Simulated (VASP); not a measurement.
Write the native input for VASP 6.6.1 that does the following.

```
Task                   : single point
Functional             : PBE
Potentials or basis    : VASP PAW PBE potentials, release 64 (Sb, Se)
Cutoff                 : 520 eV
k mesh                 : 12 × 12 × 8
Occupations            : gaussian, width 0.1 eV
Spin                   : no spin polarisation
Dipole correction      : no
Further INCAR settings : ALGO = Normal; EDIFF = 1e-06; NBANDS = 16
```

The structure of SbSe2 lies in POSCAR:

```
SbSe2
1.0
    3.8922873493      0.0000000000      0.0000000000
   -1.9461436747      3.3708197233      0.0000000000
    0.0000000000      0.0000000000      6.6003146964
Sb Se
1 2
Direct
    0.0000000000      0.0000000000      0.0000000000
    0.6666666667      0.3333333333      0.7463127642
    0.3333333333      0.6666666667      0.2536872358
```

One way to write it, as run:

INCAR

```
  ALGO = Normal
  EDIFF = 1E-6
  ENCUT = 520
  GGA = PE
  ISIF = 2
  ISMEAR = 0
  LASPH = True
  LCHARG = False
  LREAL = False
  LWAVE = False
  NBANDS = 16
  NELM = 80
  PREC = Accurate
  SIGMA = 0.1
```

KPOINTS

```
k-points
0
Gamma
  12 12 8
```

Potentials or basis: VASP PAW PBE potentials, release 64 (Sb, Se).

Command:

```sh
$ cat potpaw_PBE.64/Sb/POTCAR potpaw_PBE.64/Se/POTCAR > POTCAR
$ mpirun -np 1 vasp_std > vasp.out
```

Results of the run:

The pressure is 0.0 GPa. The largest force is 0.004 eV/Å.

Caveat: this functional lacks dispersion, which binds the layers, so the pressure and a relaxed spacing across them are unreliable.

It took 2.2 min on 1 thread of Intel(R) Xeon(R) Platinum 8488C (Sapphire Rapids), on a shared host, peak memory 0.32 GiB.
